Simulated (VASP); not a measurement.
# Y (P6_3/mmc) in VASP: notebook, part 2 of 2

VASP 6.6.1. The steps go on from the part before.

## 3. Single point, r2SCAN

Input file POSCAR:

```
Y
1.0
    3.6808463851      0.0000000000      0.0000000000
   -1.8404231926      3.1877064770      0.0000000000
    0.0000000000      0.0000000000      5.7206466204
Y
2
Direct
    0.3333333333      0.6666666667      0.2500000000
    0.6666666667      0.3333333333      0.7500000000
```

Input file INCAR.step1:

```
SYSTEM = Y
PREC = Accurate
ENCUT = 520
ISMEAR = 1
SIGMA = 0.1
LREAL = .FALSE.
LASPH = .TRUE.
NELM = 100
NBANDS = 18
GGA = PE
ALGO = Normal
EDIFF = 1E-4
LWAVE = .TRUE.
LCHARG = .FALSE.
```

Input file INCAR.step2:

```
SYSTEM = Y
PREC = Accurate
ENCUT = 520
EDIFF = 1E-6
ISMEAR = 1
SIGMA = 0.1
LREAL = .FALSE.
LASPH = .TRUE.
NELM = 100
ALGO = Normal
ISIF = 2
LWAVE = .FALSE.
LCHARG = .FALSE.
METAGGA = R2SCAN
LMIXTAU = .TRUE.
NBANDS = 18
ISTART = 1
```

Input file KPOINTS:

```
regular mesh
0
G
  10 10 6
  0 0 0
```

Potentials or basis: VASP PAW PBE potentials, release 64 (Y_sv).

Launch:

```
$ cat potpaw_PBE.64/Y_sv/POTCAR > POTCAR
$ cp INCAR.step1 INCAR
$ mpirun -np 1 vasp_std > vasp.out
$ cp INCAR.step2 INCAR
$ mpirun -np 1 vasp_std > vasp.out
```

OUTCAR:

```text
SYSTEM = Y
   PREC = Accurate
   ENCUT = 520
   EDIFF = 1E-6
   ISMEAR = 1
   LREAL = .FALSE.
   LASPH = .TRUE.
   NELM = 100
   ISIF = 2
   METAGGA = R2SCAN
   ISTART = 1

 ion  position               nearest neighbor table
   1  0.333  0.667  0.250-   2 3.56   2 3.56   2 3.56   2 3.56   2 3.56   2 3.56
   2  0.667  0.333  0.750-   1 3.56   1 3.56   1 3.56   1 3.56   1 3.56   1 3.56

  LATTYP: Found a hexagonal cell.
 ALAT       =     3.6808463851
 C/A-ratio  =     1.5541660862

  Lattice vectors:

 A1 = (   3.6808463851,   0.0000000000,   0.0000000000)
 A2 = (  -1.8404231926,   3.1877064770,   0.0000000000)
 A3 = (   0.0000000000,   0.0000000000,   5.7206466204)

Analysis of symmetry for initial positions (statically):
=====================================================================
 Subroutine PRICEL returns:
 Original cell was already a primitive cell.

 Routine SETGRP: Setting up the symmetry group for a
 hexagonal supercell.

 Subroutine GETGRP returns: Found 24 space group operations
 (whereof 12 operations were pure point group operations)
 out of a pool of 24 trial point group operations.

The static configuration has the point symmetry D_3d.
 The point group associated with its full space group is D_6h.

Analysis of symmetry for dynamics (positions and initial velocities):
=====================================================================
 Subroutine PRICEL returns:
 Original cell was already a primitive cell.

 Routine SETGRP: Setting up the symmetry group for a
 hexagonal supercell.

 Subroutine GETGRP returns: Found 24 space group operations
 (whereof 12 operations were pure point group operations)
 out of a pool of 24 trial point group operations.

The dynamic configuration has the point symmetry D_3d.
 The point group associated with its full space group is D_6h.
[... 107 lines left out ...]
   POTIM  = 0.5000    time-step for ionic-motion
   TEBEG  =    0.0;   TEEND  =   0.0 temperature during run
   PSTRESS=    0.0 pullay stress
   NELECT =      22.0000    total number of electrons
   NUPDOWN=      -1.0000    fix difference up-down
   EMIN   =  10.00;   EMAX   =-10.00  energy-range for DOS
   EFERMI =   0.00;   METHOD = LEGACY
   ISMEAR =     1;   SIGMA  =   0.10  broadening in eV -4-tet -1-fermi 0-gaus
   EFERMI_NEDOS =   21; number of points for ismear=-14 and -15
   IALGO  =     38    algorithm
   IMIX   =      4    mixing-type and parameters
     AMIX     =   0.40;   BMIX     =  1.00
     AMIX_MAG =   1.60;   BMIX_MAG =  1.00
  volume/ion in A,a.u.               =      33.56       226.48
  Fermi-wavevector in a.u.,A,eV,Ry     =   1.128735  2.133000 17.334405  1.274043
  Thomas-Fermi vector in A             =   2.265426
   LORBIT       =      0    0 simple, 1 ext, 2 COOP (PROOUT), +10 PAW based schemes
   METAGGA = R2SCAN    functional components
   LHFCALC =     F    Hartree Fock is set to
   AEXX    =    0.0000 exact exchange contribution
   IVDW    =     0    specifies the selected vdW correction
   LEPSILON=     F    determine dielectric tensor
   LRPA    =     F    only Hartree local field effects (RPA)
 non-spin polarized calculation
 Methfessel and Paxton  Order N= 1 SIGMA  =   0.10
  energy-cutoff  :      520.00
  volume of cell :       67.12
 maximum number of plane-waves:      1834
 NGX is ok and might be reduce to    28
   NGX = 13   NGY = 13   NGZ = 21

 number of electron      22.0000000 magnetization

 Free energy of the ion-electron system (eV)
  ---------------------------------------------------
  ext. energy  EPLUGINS =         0.00000000
  ---------------------------------------------------
  free energy    TOTEN  =       -40.54408078 eV

  energy without entropy =      -40.54548587  energy(sigma->0) =      -40.54454914

 E-fermi :   2.9158     XC(G=0):  -9.9800

 val. band max:        2.9014019458   @ k =   0.2000   0.1000   0.3333
 cond. band min:       2.9203652951   @ k =   0.3000   0.3000   0.5000
 fundamental gap:      0.0189633494
 Fermi energy:         2.9158056674

 k-point     1 :       0.0000    0.0000    0.0000
  band No.  band energies     occupation
      1     -41.3025      2.00000
      2     -41.2272      2.00000
      3     -20.9265      2.00000
      4     -20.4501      2.00000
      5     -20.4501      2.00000
      6     -20.3608      2.00000
[... 481 lines left out ...]
      5     -20.6305      2.00000
      6     -20.5600      2.00000
[... 10 lines left out ...]
     17       7.9973      0.00000
     18       8.2327      0.00000

 [... further k-points ...]
[... 5 lines left out ...]
  --------------------------------------------------------------------------------------
  -------------------------------------------------------------------------------------
  Total       -0.0101162     -0.0101162     -0.2644295      0.0000000     -0.0000000      0.0000000
  in kB       -0.2414671     -0.2414671     -6.3117444      0.0000000     -0.0000000      0.0000000
  external PRESSURE =      -2.2648928 kB  Pullay stress =       0.0000000 kB

 VOLUME and BASIS-vectors are now :
 -----------------------------------------------------------------------------
  energy-cutoff  :      520.00
  volume of cell :       67.12
      direct lattice vectors                 reciprocal lattice vectors
     3.680846385  0.000000000  0.000000000     0.271676646  0.156852585  0.000000000
    -1.840423193  3.187706477  0.000000000     0.000000000  0.313705169  0.000000000
     0.000000000  0.000000000  5.720646620     0.000000000  0.000000000  0.174805414

 POSITION                                       TOTAL-FORCE (eV/Angst)
 -----------------------------------------------------------------------------------
     -0.00000      2.12514      1.43016         0.000000     -0.000000      0.000000
      1.84042      1.06257      4.29048        -0.000000      0.000000      0.000000
 -----------------------------------------------------------------------------------
    total drift:                               -0.000000      0.000000     -0.000000

  FREE ENERGIE OF THE ION-ELECTRON SYSTEM (eV)
  ---------------------------------------------------
  free  energy   TOTEN  =       -40.5440807762 eV

  energy  without entropy=      -40.5454858700  energy(sigma->0) =      -40.54454914
```

OSZICAR.step1:

```text
N       E                     dE             d eps       ncg     rms          rms(c)
DAV:   1     0.897114420678E+02    0.89711E+02   -0.11312E+04  2024   0.116E+03
DAV:   2    -0.570742912978E+01   -0.95419E+02   -0.93819E+02  2502   0.260E+02
DAV:   3    -0.130112932384E+02   -0.73039E+01   -0.72253E+01  3458   0.429E+01
DAV:   4    -0.132722265971E+02   -0.26093E+00   -0.26073E+00  2494   0.788E+00
DAV:   5    -0.132799220218E+02   -0.76954E-02   -0.76927E-02  2980   0.104E+00    0.321E+01
DAV:   6    -0.129380156324E+02    0.34191E+00   -0.43835E-01  2190   0.399E+00    0.199E+01
DAV:   7    -0.128776974822E+02    0.60318E-01   -0.86407E-01  2572   0.518E+00    0.188E+00
DAV:   8    -0.128672015742E+02    0.10496E-01   -0.16866E-01  2464   0.230E+00    0.151E+00
DAV:   9    -0.128660522728E+02    0.11493E-02   -0.40620E-03  2844   0.389E-01    0.468E-01
DAV:  10    -0.128662856598E+02   -0.23339E-03   -0.23993E-03  2148   0.431E-01    0.460E-01
DAV:  11    -0.128661632345E+02    0.12243E-03   -0.21376E-04  2062   0.130E-01    0.678E-02
DAV:  12    -0.128661556349E+02    0.75996E-05   -0.34845E-05  1156   0.535E-02
   1 F= -.12866156E+02 E0= -.12867350E+02  d E =0.358176E-02
```

Wall time 7.7 min (1 thread of Intel Xeon Platinum 8259CL at 2.50GHz (Skylake/Cascade Lake), shared host); peak memory 0.24 GiB.

Results:

| Quantity | Value |
| --- | --- |
| Free energy | -40.5441 eV |
| Pressure | -0.2 GPa |
| Band gap on the k mesh | zero (band 11 reaches 4.02 eV, above the bottom of band 12 at 2.38 eV) |

Caveat: the PAW data sets were made with another functional, which shifts forces and pressure a little.

## 4. Single point, r2SCAN

POSCAR is that of step 3.

Input file INCAR.step1:

```
SYSTEM = Y
ALGO     = Normal         ! electronic algorithm
EDIFF    = 1E-4           ! SCF threshold, eV
ENCUT    = 520            ! plane-wave cutoff, eV
GGA      = PE             ! functional
ISMEAR   = 1              ! smearing method
LASPH    = .True.         ! aspherical terms in the spheres
LCHARG   = .False.        ! write CHGCAR
LREAL    = .False.        ! projectors in reciprocal space
LWAVE    = .True.         ! write WAVECAR
NBANDS   = 18             ! bands
NELM     = 80             ! most SCF steps
PREC     = Accurate       ! precision mode
SIGMA    = 0.2            ! smearing width, eV
```

Input file INCAR.step2:

```
SYSTEM = Y
ALGO     = Normal         ! electronic algorithm
EDIFF    = 1E-6           ! SCF threshold, eV
ENCUT    = 520            ! plane-wave cutoff, eV
ISIF     = 2              ! what is computed and relaxed
ISMEAR   = 1              ! smearing method
ISTART   = 1            
LASPH    = .True.         ! aspherical terms in the spheres
LCHARG   = .False.        ! write CHGCAR
LMIXTAU  = .True.       
LREAL    = .False.        ! projectors in reciprocal space
LWAVE    = .False.        ! write WAVECAR
METAGGA  = R2SCAN         ! meta-GGA
NBANDS   = 18             ! bands
NELM     = 80             ! most SCF steps
PREC     = Accurate       ! precision mode
SIGMA    = 0.2            ! smearing width, eV
```

Input file KPOINTS:

```
k-points
0
Gamma
  10 10 6
  0 0 0
```

Launch:

```
$ cat potpaw_PBE.64/Y_sv/POTCAR > POTCAR
$ cp INCAR.step1 INCAR
$ mpirun -np 1 vasp_std > vasp.out
$ cp INCAR.step2 INCAR
$ mpirun -np 1 vasp_std > vasp.out
```

Run time: 6 min. Hardware: 1 thread of Intel Xeon Platinum 8259CL at 2.50GHz (Skylake/Cascade Lake), shared host; peak memory 0.24 GiB.

Results (log left out):

```yaml
Free_energy: -40.5429 eV
Pressure: -0.2 GPa
Band_gap_on_the_k_mesh: zero (band 11 reaches 4.02 eV, above the bottom of band 12 at 2.38 eV)
```

Stress tensor (GPa, compression positive):
```
-0.03  0.00  0.00
 0.00 -0.03  0.00
 0.00  0.00 -0.47
```

Levels at points of the mesh, in eV from the Fermi level:
```tsv
k point	band 8	band 9	band 10	band 11	band 12	band 13	band 14	band 15
(0.00, 0.00, 0.00)	-23.25	-4.87	-1.83	0.75	1.97	1.97	2.38	2.63
(0.50, 0.00, 0.00)	-23.33	-1.70	-1.16	-0.77	-0.26	1.53	1.67	2.27
(0.00, 0.00, 0.50)	-23.33	-3.38	-3.38	1.10	1.10	1.88	1.88	1.88
(0.50, 0.00, 0.50)	-23.39	-1.63	-1.63	0.11	0.11	1.36	1.36	2.99
```

Caveat: the PAW data sets were made with another functional, which shifts forces and pressure a little.

## 5. The runs side by side

| smearing | gap on the mesh (eV) | pressure (GPa) |
| --- | --- | --- |
| fermi-dirac 0.3 eV | none | 0.4 |
| methfessel-paxton 0.1 eV | none | -0.2 |
| methfessel-paxton 0.2 eV | none | -0.2 |

Alike in all rows: task single point; level r2SCAN; potentials or basis VASP PAW PBE potentials, release 64 (Y_sv); no spin polarisation; cell as given; k mesh 10 × 10 × 6; cutoff (eV) 520.

Every run on the cell as given and a fine mesh finds a metal.

Caveats: the PAW data sets were made with another functional, which shifts forces and pressure a little.

Total energies depend on the potentials used, so only differences within one code and one set of settings carry meaning.
